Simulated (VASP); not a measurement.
Al2Cu, 6 atoms in the cell. The structure is tetragonal, space group I4/mcm (No. 140). Conventional cell: a = 6.233 Å, b = 6.233 Å, c = 4.924 Å, α = 90.00°, β = 90.00°, γ = 90.00°. Within 3.5 Å of Al (site symmetry m2m) lie 4 Cu at 2.65 Å and 11 Al at 2.81 to 3.32 Å. Within 3.3 Å of Cu (site symmetry 422) lie 2 Cu at 2.46 Å and 8 Al at 2.65 Å. 

| Quantity | Value |
| --- | --- |
| Program | VASP 6.6.1 |
| Task | single point |
| Functional | PBEsol |
| Potentials or basis | VASP PAW PBE potentials, release 64 (Al, Cu) |
| Cutoff | 520 eV |
| k mesh | 10 × 10 × 10 |
| Occupations | gaussian, width 0.15 eV |
| Spin | no spin polarisation |
| Dipole correction | no |
| Further INCAR settings | ALGO = Fast; EDIFF = 1e-06; NBANDS = 26 |

Potentials or basis: VASP PAW PBE potentials, release 64 (Al, Cu).

Launch:

```bash
$ cat potpaw_PBE.64/Al/POTCAR potpaw_PBE.64/Cu/POTCAR > POTCAR
$ mpirun -np 1 vasp_std > vasp.out
```

Hardware: 1 thread of AMD EPYC 9R45 96-Core Processor (Zen 5) (shared host).

Q: How long does it take, and how much memory?

A: Wall time 3.6 min on 1 thread of AMD EPYC 9R45 96-Core Processor (Zen 5), with other jobs on the host, peak memory 0.35 GiB. Counts: scf iterations 18, k points 102.
